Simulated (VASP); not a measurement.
TaN: electric field gradients with PBE

TaN:

```
Ta N
1.0
     0.00000    2.15721    2.17900
     2.15721    0.00000    2.17900
     2.15721    2.15721    0.00000
Ta N
1 1
Direct
  0.50000 0.50000 0.50000
  0.00000 0.00000 0.00000
```

This cell differs from its parent crystal: equal xx and yy strain of -1 %.

- Program: VASP 6.6.1
- Task: electric field gradients
- Functional: PBE
- Potentials or basis: VASP PAW PBE potentials, release 64 (Ta_pv, N)
- Cutoff: 520 eV
- k mesh: 9 × 9 × 9
- Occupations: fermi-dirac, width 0.02 eV
- Spin: no spin polarisation
- Dipole correction: no
- Further INCAR settings: ALGO = Normal; EDIFF = 1e-08; NBANDS = 15

The pressure is 23.9 GPa. The band gap on the k mesh is zero (band 8 reaches 11.75 eV, above the bottom of band 9 at 7.89 eV).

Stress tensor (GPa, compression positive):
```
26.95  0.00  0.00
 0.00 26.95  0.00
 0.00  0.00 17.75
```

Levels at points of the mesh, in eV from the Fermi level:
| k point | band 5 | band 6 | band 7 | band 8 | band 9 | band 10 | band 11 | band 12 |
| --- | --- | --- | --- | --- | --- | --- | --- | --- |
| (0.00, 0.00, 0.00) | -3.89 | -3.84 | -3.84 | -2.22 | -2.09 | -2.09 | 0.08 | 0.26 |

Electric field gradients, principal values (V/Å²):
```
atom    least   middle  greatest (by size)
1 Ta  -24.268  -24.269              48.538
 2 N   -1.774   -1.775               3.549
```

Wall time 50 s on 1 thread of AMD EPYC 7R13, with other jobs on the host, peak memory 0.13 GiB.

Caveat: the cell differs from its parent crystal (equal xx and yy strain of -1 %); without QUAD_EFG the Cq values of the log hold for a quadrupole moment of 1 mb, not for the nuclei; spin-orbit coupling is left out, which moves the levels of the heavy elements.
